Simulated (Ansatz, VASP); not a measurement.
Ti3H2 in VASP and in Ansatz

File INCAR:

```
ALGO = Normal
EDIFF = 1E-7
ENCUT = 520
GGA = PE
ISIF = 2
ISMEAR = 0
ISPIN = 2
LASPH = T
LCHARG = F
LMAXMIX = 4
LORBIT = 11
LREAL = F
LWAVE = F
MAGMOM = 1 1 1 1 1 1 0 0 0 0
NBANDS = 53
NELM = 150
PREC = Accurate
SIGMA = 0.1
```

Contents of KPOINTS:

```
k-points
0
Gamma
  6 6 4
```

File POSCAR:

```
Ti3H2
1.0
    5.1422414611      0.0000000000      0.0000000000
   -2.5711207305      4.4533117377      0.0000000000
    0.0000000000      0.0000000000      4.8077468284
Ti H
6 4
Direct
    0.0000000000      0.6738830895      0.7500000000
    0.3261169105      0.0000000000      0.2500000000
    0.6738830895      0.6738830895      0.2500000000
    0.0000000000      0.3261169105      0.2500000000
    0.3261169105      0.3261169105      0.7500000000
    0.6738830895      0.0000000000      0.7500000000
    0.6666666667      0.3333333333      0.5000000000
    0.3333333333      0.6666666667      0.5000000000
    0.3333333333      0.6666666667      0.0000000000
    0.6666666667      0.3333333333      0.0000000000
```

Input for Ansatz:

```yaml
crystal:
  lattice:
    - [5.1422414611, 0.0, 0.0]
    - [-2.5711207305, 4.4533117377, 0.0]
    - [0.0, 0.0, 4.8077468284]
  atoms:
    - { symbol: Ti, position: [0.0, 0.6738830895, 0.75], spin: 1.0 }
    - { symbol: Ti, position: [0.3261169105, 0.0, 0.25], spin: 1.0 }
    - { symbol: Ti, position: [0.6738830895, 0.6738830895, 0.25], spin: 1.0 }
    - { symbol: Ti, position: [0.0, 0.3261169105, 0.25], spin: 1.0 }
    - { symbol: Ti, position: [0.3261169105, 0.3261169105, 0.75], spin: 1.0 }
    - { symbol: Ti, position: [0.6738830895, 0.0, 0.75], spin: 1.0 }
    - { symbol: H, position: [0.6666666667, 0.3333333333, 0.5] }
    - { symbol: H, position: [0.3333333333, 0.6666666667, 0.5] }
    - { symbol: H, position: [0.3333333333, 0.6666666667, 0.0] }
    - { symbol: H, position: [0.6666666667, 0.3333333333, 0.0] }
basis:
  ecutwfc: 420
kpoints:
  mp_grid: { grid: [6, 6, 4] }
hamiltonian:
  xc: pbe
scf:
  occupations: { method: gaussian, width: 0.1 }
  lower_state_search: "off"
output:
  forces: true
  stress: true
  eigenvalues: true
  populations: true
magnetization:
  spin_polarized: true
```

Alike in both runs: task single point; functional PBE; k mesh 6 × 6 × 4; occupations gaussian, width 0.1 eV; collinear spin.

```csv
,VASP,Ansatz
version,VASP 6.6.1,Ansatz 0.2.0
potentials or method,"VASP PAW PBE potentials, release 64 (Ti_sv, H), cutoff 520 eV","scalar-relativistic, plane waves, PAW"
valence electrons in the cell,76,76
```

Ansatz gave:

| Item | Value |
| --- | --- |
| gap on the k mesh at the Fermi level (eV) | none |
| pressure (GPa) | -0.4 |
| traceless stress, the component that is largest in VASP (GPa) | -0.30 |
| rms of the force components (eV/Å) | 0.026 |
| net moment per atom (μB) | 0.00 |

Task: Which values does VASP return?

Result: gap on the k mesh at the Fermi level (eV): none; pressure (GPa): -0.6; traceless stress, the component that is largest in VASP (GPa): -0.30; rms of the force components (eV/Å): 0.028; net moment per atom (μB): 0.00.

Atom by atom the forces differ by 0.002 eV/Å (rms over components). A gap of «none» marks a metal or a gap that the smearing closes. Ansatz's warnings: seeded moment not kept.
